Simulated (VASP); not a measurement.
# H4C2O3 in VASP: further runs

H4C2O3 is run at these levels: LDA; tasks: single point.

All numbers are computed with VASP 6.6.1; they aren't measurements. Logs are shortened: lines on timing, memory, paths and dates and some standing lists are left out, and cuts for length are marked.

**1. The cell of the first run**

The cell holds an amorphous packing of atoms, 27 atoms: a = 6.773 Å, b = 6.773 Å, c = 6.773 Å, α = 90.00°, β = 90.00°, γ = 90.00°.

**2. Single point, LDA**

The input, INCAR:

```
SYSTEM = H4C2O3
PREC = Accurate
ENCUT = 520
EDIFF = 1E-6
ISMEAR = -1
SIGMA = 0.02
LREAL = Auto
LASPH = .True.
NELM = 80
ALGO = Normal
ISIF = 2
LWAVE = .False.
LCHARG = .True.
LELF = .True.
LVHAR = .True.
NBANDS = 64
```

The input, KPOINTS:

```
regular mesh
0
Gamma
  1 1 1
  0 0 0
```

The input, POSCAR:

```
H4C2O3
1.0
    6.7729220000      0.0000000000      0.0000000000
    0.0000000000      6.7729220000      0.0000000000
    0.0000000000      0.0000000000      6.7729220000
O C H
9 6 12
Direct
    0.2835998997      0.9466962708      0.9525726119
    0.8829276345      0.0608599951      0.8357692588
    0.6139890582      1.1590123140      0.2440453323
    0.3329286828      0.2880440672      1.0508462965
    0.5956218010      0.3005202186      0.8483339982
    0.9160152738      0.8792512301      0.1332807317
    1.0419874908      0.6234532156     -0.0492254303
    0.4816680304      0.4289581365      0.4366800622
    0.7630975228      0.5596402852      0.5264345286
    0.4088929416      0.8340417917      0.9081309367
    0.8856000409      0.2365153474      0.8698313667
    0.5853012924      1.0303381613      0.3559615776
    0.4971414110      0.3697517851      0.9824120225
    0.9656245857      0.6922713712      0.1042976724
    0.5906903992      0.5423803788      0.5435024942
    0.5660481547      0.8876966249      0.8887449169
    0.3490664738      0.6744651718      0.8836658683
    0.8997741300      0.2837327818      1.0271342266
    0.8996707773      0.3591359830      0.7500012550
    0.5985156776      0.8705400712      0.3245718761
    0.4876181949      1.0693464357      0.4799700927
    0.2998705728      0.1443099448      0.9843019010
    0.5395455610      0.5170294298      1.0714725491
    0.9177132115      0.9677211697      0.0009892333
    0.9374831129      0.6022511406      0.2364119947
    0.5684105029      0.3467779490      0.3405620204
    0.4999024055      0.5958728005      0.6691351237
```

Potentials or basis: VASP PAW LDA potentials, release 64 (O, C, H).

On the command line:

```bash
> cat potpaw_LDA.64/O/POTCAR potpaw_LDA.64/C/POTCAR potpaw_LDA.64/H/POTCAR > POTCAR
> mpirun -np 1 vasp_gam > vasp.out
```

OUTCAR:

```text
SYSTEM = H4C2O3
   PREC = Accurate
   ENCUT = 520
   EDIFF = 1E-6
   ISMEAR = -1
   LREAL = Auto
   LASPH = .True.
   NELM = 80
   ISIF = 2

 ion  position               nearest neighbor table
   1  0.284  0.947  0.953-  10 1.18  22 1.36
   2  0.883  0.061  0.836-  11 1.21  24 1.31
   3  0.614  0.159  0.244-  12 1.17
   4  0.333  0.288  0.051-  22 1.10  13 1.33
   5  0.596  0.301  0.848-  13 1.22  11 2.02
   6  0.916  0.879  0.133-  24 1.08  14 1.32
   7  0.042  0.623  0.951-  14 1.25
   8  0.482  0.429  0.437-  26 1.04  15 1.29
   9  0.763  0.560  0.526-  15 1.18
  10  0.409  0.834  0.908-  16 1.13  17 1.17   1 1.18
  11  0.886  0.237  0.870-  18 1.12  19 1.17   2 1.21   5 2.02
  12  0.585  0.030  0.356-  21 1.10  20 1.11   3 1.17
  13  0.497  0.370  0.982-  23 1.20   5 1.22   4 1.33
  14  0.966  0.692  0.104-  25 1.10   7 1.25   6 1.32
  15  0.591  0.542  0.544-  27 1.11   9 1.18   8 1.29
  16  0.566  0.888  0.889-  10 1.13
  17  0.349  0.674  0.884-  10 1.17
  18  0.900  0.284  0.027-  11 1.12
  19  0.900  0.359  0.750-  11 1.17
  20  0.599  0.871  0.325-  12 1.11
  21  0.488  0.069  0.480-  12 1.10
  22  0.300  0.144  0.984-   4 1.10   1 1.36
  23  0.540  0.517  0.071-  13 1.20
  24  0.918  0.968  0.001-   6 1.08   2 1.31
  25  0.937  0.602  0.236-  14 1.10
  26  0.568  0.347  0.341-   8 1.04
  27  0.500  0.596  0.669-  15 1.11

  LATTYP: Found a simple cubic cell.
 ALAT       =     6.7729220000

  Lattice vectors:

 A1 = (   6.7729220000,   0.0000000000,   0.0000000000)
 A2 = (   0.0000000000,   6.7729220000,   0.0000000000)
 A3 = (   0.0000000000,   0.0000000000,   6.7729220000)

Analysis of symmetry for initial positions (statically):
=====================================================================
 Subroutine PRICEL returns:
 Original cell was already a primitive cell.

 Routine SETGRP: Setting up the symmetry group for a
 simple cubic supercell.

 Subroutine GETGRP returns: Found  1 space group operations
 (whereof  1 operations were pure point group operations)
 out of a pool of 48 trial point group operations.

The static configuration has the point symmetry C_1 .

Analysis of symmetry for dynamics (positions and initial velocities):
=====================================================================
 Subroutine PRICEL returns:
 Original cell was already a primitive cell.

 Routine SETGRP: Setting up the symmetry group for a
 simple cubic supercell.
[... 134 lines left out ...]
   NSW    =      0    number of steps for IOM
   IBRION =     -1    ionic relax: 0-MD 1-quasi-New 2-CG
   NFREE  =      0    steps in history (QN), initial steepest desc. (CG)
   ISIF   =      2    stress and relaxation
   ISYM   =      2    0-nonsym 1-usesym 2-fastsym
   POTIM  = 0.5000    time-step for ionic-motion
   TEBEG  =    0.0;   TEEND  =   0.0 temperature during run
   PSTRESS=    0.0 pullay stress
   NELECT =      90.0000    total number of electrons
   NUPDOWN=      -1.0000    fix difference up-down
   EMIN   =  10.00;   EMAX   =-10.00  energy-range for DOS
   EFERMI =   0.00;   METHOD = LEGACY
   ISMEAR =    -1;   SIGMA  =   0.02  broadening in eV -4-tet -1-fermi 0-gaus
   EFERMI_NEDOS =   21; number of points for ismear=-14 and -15
   IALGO  =     38    algorithm
   IMIX   =      4    mixing-type and parameters
     AMIX     =   0.40;   BMIX     =  1.00
     AMIX_MAG =   1.60;   BMIX_MAG =  1.00
  volume/ion in A,a.u.               =      11.51        77.65
  Fermi-wavevector in a.u.,A,eV,Ry     =   1.083211  2.046971 15.964333  1.173345
  Thomas-Fermi vector in A             =   2.219271
   LORBIT       =      0    0 simple, 1 ext, 2 COOP (PROOUT), +10 PAW based schemes
   GGA     = CA    functional components
   LHFCALC =     F    Hartree Fock is set to
   AEXX    =    0.0000 exact exchange contribution
   IVDW    =     0    specifies the selected vdW correction
   LEPSILON=     F    determine dielectric tensor
   LRPA    =     F    only Hartree local field effects (RPA)
 non-spin polarized calculation
  energy-cutoff  :      520.00
  volume of cell :      310.69
 maximum number of plane-waves:      4193
 NGX is ok and might be reduce to    50
   NGX = 25   NGY = 25   NGZ = 25

 number of electron      89.9999998 magnetization

 Free energy of the ion-electron system (eV)
  ---------------------------------------------------
  ext. energy  EPLUGINS =         0.00000000
  ---------------------------------------------------
  free energy    TOTEN  =      -166.83785267 eV

  energy without entropy =     -166.83785267  energy(sigma->0) =     -166.83785267

 E-fermi :  -1.4952     XC(G=0):  -7.6331

 val. band max:       -1.9753644883   @ k =   0.0000   0.0000   0.0000
 cond. band min:       0.2352822635   @ k =   0.0000   0.0000   0.0000
 fundamental gap:      2.2106467519
 Fermi energy:        -1.4951626056

 k-point     1 :       0.0000    0.0000    0.0000
  band No.  band energies     occupation
      1     -24.7111      2.00000
      2     -24.5485      2.00000
      3     -23.9348      2.00000
      4     -23.8084      2.00000
      5     -23.1671      2.00000
      6     -22.4024      2.00000
[... 49 lines left out ...]
     56       5.8321      0.00000
     57       5.9289      0.00000
 [bands above 57 left out]

------------------------ aborting loop because EDIFF is reached ----------------------------------------

  FORCE on cell =-STRESS in cart. coord.  units (eV):
  Direction    XX          YY          ZZ          XY          YZ          ZX
  --------------------------------------------------------------------------------------
  -------------------------------------------------------------------------------------
  Total        5.9546819      5.0587575      5.1274003     -3.6053098     -1.8728151     -0.8798730
  in kB       30.7072503     26.0871252     26.4411041    -18.5919502     -9.6577792     -4.5373509
  external PRESSURE =      27.7451599 kB  Pullay stress =       0.0000000 kB

 VOLUME and BASIS-vectors are now :
 -----------------------------------------------------------------------------
  energy-cutoff  :      520.00
  volume of cell :      310.69
      direct lattice vectors                 reciprocal lattice vectors
     6.772922000  0.000000000  0.000000000     0.147646762  0.000000000  0.000000000
     0.000000000  6.772922000  0.000000000     0.000000000  0.147646762  0.000000000
     0.000000000  0.000000000  6.772922000     0.000000000  0.000000000  0.147646762

 POSITION                                       TOTAL-FORCE (eV/Angst)
 -----------------------------------------------------------------------------------
      1.92080      6.41190      6.45170        -2.464943      2.118097      0.942777
      5.98000      0.41220      5.66060         0.257452     -1.552462     -1.127122
      4.15850      1.07698      1.65290         2.511600      2.125730     -2.870827
      2.25490      1.95090      0.34438         0.511596      0.991574     -1.205795
      4.03410      2.03540      5.74570        -0.254872      0.058268     -0.296781
      6.20410      5.95510      0.90270         0.060572     -1.256764      0.560813
[... 19 lines left out ...]
      3.84980      2.34870      2.30660        -0.594593      0.055634      0.213832
      3.38580      4.03580      4.53200         0.033909      0.726664     -0.089780
 -----------------------------------------------------------------------------------
    total drift:                               -0.003251      0.004990      0.002837

  FREE ENERGIE OF THE ION-ELECTRON SYSTEM (eV)
  ---------------------------------------------------
  free  energy   TOTEN  =      -166.8378526653 eV

  energy  without entropy=     -166.8378526653  energy(sigma->0) =     -166.83785267
```

OSZICAR:

```text
N       E                     dE             d eps       ncg     rms          rms(c)
DAV:   1     0.753623390968E+03    0.75362E+03   -0.49122E+04   128   0.131E+03
DAV:   2    -0.100952215506E+03   -0.85458E+03   -0.81438E+03   168   0.322E+02
DAV:   3    -0.177934605142E+03   -0.76982E+02   -0.76223E+02   152   0.103E+02
DAV:   4    -0.179438253573E+03   -0.15036E+01   -0.14990E+01   152   0.161E+01
DAV:   5    -0.179476130010E+03   -0.37876E-01   -0.37862E-01   160   0.239E+00    0.230E+01
DAV:   6    -0.168718735656E+03    0.10757E+02   -0.28137E+01   136   0.225E+01    0.106E+01
DAV:   7    -0.167275031032E+03    0.14437E+01   -0.18883E+00   160   0.644E+00    0.546E+00
DAV:   8    -0.166858810250E+03    0.41622E+00   -0.10821E+00   152   0.433E+00    0.130E+00
DAV:   9    -0.166836066799E+03    0.22743E-01   -0.10132E-01   152   0.155E+00    0.522E-01
DAV:  10    -0.166836127045E+03   -0.60246E-04   -0.21097E-02   160   0.679E-01    0.204E-01
DAV:  11    -0.166836630331E+03   -0.50329E-03   -0.20148E-03   160   0.278E-01    0.117E-01
DAV:  12    -0.166837512389E+03   -0.88206E-03   -0.12080E-03   144   0.181E-01    0.498E-02
DAV:  13    -0.166837743049E+03   -0.23066E-03   -0.35662E-04   160   0.108E-01    0.271E-02
DAV:  14    -0.166837819591E+03   -0.76542E-04   -0.13071E-04   144   0.513E-02    0.162E-02
DAV:  15    -0.166837846331E+03   -0.26740E-04   -0.21870E-05   152   0.240E-02    0.528E-03
DAV:  16    -0.166837851271E+03   -0.49395E-05   -0.38163E-06   152   0.909E-03    0.304E-03
DAV:  17    -0.166837852366E+03   -0.10954E-05   -0.82784E-07   112   0.461E-03    0.146E-03
DAV:  18    -0.166837852665E+03   -0.29931E-06   -0.22079E-07    96   0.251E-03
   1 F= -.16683785E+03 E0= -.16683785E+03  d E =-.373872E-10
```

Run time: 30 s. Hardware: 1 thread of AMD EPYC 7R13 (Zen 3), shared host; peak memory 0.22 GiB.

What came out:

* Free energy: -166.8379 eV
* Pressure: 2.8 GPa
* Largest force: 4.481 eV/Å
* Band gap on the k mesh: 2.21 eV

Forces in eV/Å, atoms in the order of the input:
```
O   -2.465  2.118  0.943
O    0.257 -1.552 -1.127
O    2.512  2.126 -2.871
O    0.512  0.992 -1.206
O   -0.255  0.058 -0.297
O    0.061 -1.257  0.561
O   -0.910  0.701  1.562
O   -0.932 -0.336 -1.058
O    3.482  0.962 -0.334
C    1.506 -2.684 -1.105
C    0.229  3.176 -0.461
C   -2.693 -2.811  2.220
C   -1.488  0.541  1.831
C    0.945  0.492 -1.781
C   -2.410 -0.763  1.375
H   -0.051 -0.483  0.024
H    0.742  0.860  0.078
H    0.045  0.362 -0.126
H    0.193 -1.141  0.987
H    0.821 -0.122 -0.260
H    0.261 -0.090  1.202
H    0.810  0.841  0.483
H   -0.282 -1.813 -0.890
H   -0.158 -0.597 -0.267
H   -0.172 -0.363  0.390
H   -0.595  0.056  0.214
H    0.034  0.727 -0.090
```

Stress tensor (GPa, compression positive):
```
 3.07 -1.86 -0.45
-1.86  2.61 -0.97
-0.45 -0.97  2.64
```

Caveat: the k points lie up to 0.93 Å⁻¹ apart.

**3. Single point, LDA**

This run uses another cell than the first one, of 8.93 Å³/atom, 0.776 times its volume.

The input, INCAR:

```
SYSTEM = H4C2O3
ALGO = Normal ; EDIFF = 1E-7
ENCUT = 520 ; GGA = CA
ISIF = 2 ; ISMEAR = -1
LASPH = .TRUE. ; LCHARG = .TRUE.
LELF = .TRUE. ; LREAL = Auto
LVHAR = .TRUE. ; LWAVE = .FALSE.
NBANDS = 64 ; NELM = 80
PREC = Accurate ; SIGMA = 0.02
```

The input, KPOINTS:

```
k-points
0
G
  1 1 1
  0 0 0
```

The input, POSCAR:

```
H4C2O3
1.0
    6.2237740000      0.0000000000      0.0000000000
    0.0000000000      6.2237740000      0.0000000000
    0.0000000000      0.0000000000      6.2237740000
O C H
9 6 12
Direct
    0.3200309009      0.9369716831      0.9944448497
    0.9167910017      0.0497929391      0.8298501841
    0.6715539478      1.1411243403      0.3306675339
    0.3096031443      0.3092978633      1.0397228434
    0.5949766171      0.2671048145      0.8148592799
    0.9149914505      0.8468013138      0.1506160089
    1.0579111645      0.6277059546     -0.0969668886
    0.4569413992      0.4601066813      0.4291286927
    0.7895209563      0.5823154890      0.5335669322
    0.4285502655      0.7886533155      0.9484759569
    0.9021053785      0.2495431229      0.8381891759
    0.5843881863      0.9981082218      0.4178654302
    0.4971581552      0.3492575405      0.9661501205
    1.0061901348      0.6746870950      0.0956975623
    0.5892887499      0.5821708822      0.5273809750
    0.6131810056      0.7839616284      0.9881142856
    0.3575483300      0.6486578722      0.8676568269
    0.9455838210      0.3241120259      0.9966460864
    0.9002897599      0.3569859702      0.6995915983
    0.5727393058      0.8312801847      0.3580464201
    0.5461155884      0.9889658590      0.6001503268
    0.3111295494      0.1384529708      0.9917133881
    0.5857699846      0.4764311815      1.0516609376
    0.8909706554      0.9392371895     -0.0018316860
    1.0060776628      0.5541492991      0.2173600777
    0.5456174983      0.3204004516      0.3825492378
    0.5115224300      0.7099711526      0.6381337112
```

Potentials or basis: VASP PAW LDA potentials, release 64 (O, C, H).

On the command line:

```bash
> cat potpaw_LDA.64/O/POTCAR potpaw_LDA.64/C/POTCAR potpaw_LDA.64/H/POTCAR > POTCAR
> mpirun -np 1 vasp_gam > vasp.out
```

It took 44 s on 1 thread of Intel Xeon 8259CL, shared host; peak memory 0.24 GiB.

The run converged. Its results:

```yaml
Free_energy: -165.8380 eV
Pressure: 6.4 GPa
Largest_force: 4.659 eV/Å
Band_gap_on_the_k_mesh: 2.06 eV
```

Forces on the atoms (eV/Å):
```
O   -2.124  1.635  0.632
O   -0.245 -0.323 -1.243
O    0.402  2.345 -1.622
O    0.887 -1.286 -1.019
O   -1.138 -0.614 -0.066
O   -0.985  0.996  0.680
O   -0.680  0.831  2.458
O    0.060 -1.030 -0.638
O   -1.832 -0.530 -0.775
C    4.078 -1.884 -0.635
C    0.428 -0.547  1.196
C   -0.297 -3.399  3.173
C    0.673  2.033  0.883
C    0.272 -1.543 -4.118
C    2.328  1.657  1.864
H   -1.061  0.296 -0.296
H   -0.549 -0.397  0.174
H   -0.809  0.051 -0.341
H    0.634  0.020 -0.434
H   -0.140 -0.003 -1.242
H   -0.259  0.947 -0.786
H   -0.916  0.491  0.736
H    0.088  0.267  0.561
H    0.923  0.868 -0.115
H    0.483 -1.157  1.407
H   -0.093  0.999  0.122
H   -0.128 -0.725 -0.554
```

Stress tensor (GPa, compression positive):
```
 3.04 -0.25 -0.82
-0.25 14.46 -0.98
-0.82 -0.98  1.66
```

Levels at points of the mesh, in eV from the valence-band top:
```
           k point  band 41  band 42  band 43  band 44  band 45  band 46  band 47  band 48  band 49  band 50
(0.00, 0.00, 0.00)    -1.50    -1.33    -0.95    -0.23     0.00     2.06     2.15     3.70     4.04     4.20
```

Caveat: the k points lie up to 1.01 Å⁻¹ apart.

**4. Single point, LDA**

This run uses another cell than the first one, of 9.10 Å³/atom, 0.791 times its volume.

The input, INCAR:

```
PREC = Accurate ; ENCUT = 520
EDIFF = 1E-6 ; ISMEAR = -1
SIGMA = 0.02 ; LREAL = Auto
LASPH = T ; NELM = 80
ALGO = Normal ; ISIF = 2
LWAVE = F ; LCHARG = T
LELF = T ; LVHAR = T
NBANDS = 64
```

The input, KPOINTS:

```
Automatic mesh
0
Gamma
  1 1 1
```

The input, POSCAR:

```
H4C2O3
1.0
    6.2641120000      0.0000000000      0.0000000000
    0.0000000000      6.2641120000      0.0000000000
    0.0000000000      0.0000000000      6.2641120000
O C H
9 6 12
Direct
    0.3106585578      0.9190129423      1.0276636178
    0.9549158763      0.0378026447      0.8168276685
    0.7032920229      1.1533957247      0.3165971490
    0.3368234795      0.2831526639      1.0687229092
    0.5829238047      0.2694076990      0.7984212287
    0.9129626035      0.8172746592      0.1489915889
    1.0368428917      0.5793319149     -0.0723965344
    0.4676001962      0.4583091745      0.4017488832
    0.7647372844      0.6021922980      0.5239529561
    0.4494970716      0.8106815459      0.9332368259
    0.9307304850      0.2337761522      0.8266774285
    0.6000531280      1.0109333933      0.3863117390
    0.5185252116      0.3275963137      0.9769461338
    0.9968851132      0.6343756306      0.1031590751
    0.5718607841      0.5899798726      0.5172161673
    0.5915762681      0.8870052132      0.8483564789
    0.4111037606      0.6380313762      0.9093547497
    0.9114300638      0.3229667669      0.9744238289
    0.9530800216      0.3409741077      0.6930272000
    0.6199442156      0.8545664573      0.3016389234
    0.4701703929      1.0290205539      0.5143745833
    0.2853077978      0.1393653242      1.0170156600
    0.6174538386      0.4354328275      1.0635825158
    0.9250153893      0.9350247888      0.0199868712
    1.0385510348      0.5450413403      0.2390282932
    0.5817424720      0.3374141459      0.3886424764
    0.4696116545      0.6872003566      0.6238873124
```

On the command line:

```bash
> cat potpaw_LDA.64/O/POTCAR potpaw_LDA.64/C/POTCAR potpaw_LDA.64/H/POTCAR > POTCAR
> mpirun -np 1 vasp_gam > vasp.out
```

Wall time 49 s (1 thread of Intel Xeon 8259CL, shared host); peak memory 0.24 GiB.

It converged, with:

* Free energy: -166.5327 eV
* Pressure: 6.3 GPa
* Largest force: 3.957 eV/Å
* Band gap on the k mesh: 2.02 eV

Forces on the atoms (eV/Å):
```
O    1.612 -2.265 -1.152
O   -0.036  0.089  0.375
O    1.311  2.469 -0.055
O    1.023  1.475 -0.510
O   -0.611 -0.382  0.734
O   -0.714  1.558  0.446
O    1.388 -0.281 -3.695
O   -0.618 -0.770 -0.013
O    0.729  0.173  0.331
C   -1.565  1.332  0.168
C   -0.377 -0.811  0.009
C   -2.033 -2.820  0.219
C   -1.018 -0.243 -1.312
C   -0.348  2.394  1.206
C    0.454  0.717  0.983
H   -0.341 -0.400  0.627
H    0.093  0.107  0.394
H   -0.235 -0.702  0.486
H    0.070  0.168 -0.897
H    0.014  0.055  0.472
H    0.690  0.102 -0.363
H   -0.008 -0.720 -0.242
H    0.737  0.869  1.121
H    0.073 -1.116 -0.181
H    0.198 -1.350  1.957
H   -0.029 -0.133 -1.001
H   -0.457  0.485 -0.108
```

Stress tensor (GPa, compression positive):
```
 1.24  1.98  1.97
 1.98 11.96  2.04
 1.97  2.04  5.71
```

Levels at points of the mesh, in eV from the valence-band top:
| k point | band 43 | band 44 | band 45 | band 46 | band 47 | band 48 |
| --- | --- | --- | --- | --- | --- | --- |
| (0.00, 0.00, 0.00) | -0.82 | -0.53 | 0.00 | 2.02 | 2.66 | 3.76 |

Caveat: the k points lie up to 1.00 Å⁻¹ apart.

[end of part 1 of 2]
